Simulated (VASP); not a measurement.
A run of VASP 6.6.1:

INCAR

```
PREC = Accurate ; ENCUT = 520
EDIFF = 1E-6 ; ISMEAR = 0
SIGMA = 0.03 ; LREAL = False
LASPH = True ; NELM = 80
ALGO = Normal ; ISIF = 2
LWAVE = False ; LCHARG = False
GGA = PS ; NBANDS = 26
```

File KPOINTS:

```
regular mesh
0
Gamma
  12 12 6
```

Contents of POSCAR:

```
SiGe
1.0
    4.0018446113      0.0000000000      0.0000000000
   -2.0009223057      3.4656990954      0.0000000000
    0.0000000000      0.0000000000      6.6106243379
Si Ge
2 2
Direct
    0.6666666667      0.3333333333      0.8745463082
    0.3333333333      0.6666666667      0.3745463082
    0.6666666667      0.3333333333      0.4849323488
    0.3333333333      0.6666666667     -0.0150676512
```

Potentials or basis: VASP PAW PBE potentials, release 64 (Si, Ge_d).

The run is started by

```bash
$ cat potpaw_PBE.64/Si/POTCAR potpaw_PBE.64/Ge_d/POTCAR > POTCAR
$ mpirun -np 1 vasp_std > vasp.out
```

Hardware: 1 thread of Intel Xeon 8259CL, on a shared host.

How long does it take, and how much memory?

It took 3.5 min on 1 thread of Intel Xeon 8259CL, with other jobs on the host, peak memory 0.3 GiB. Counts: scf iterations 13, k points 76.
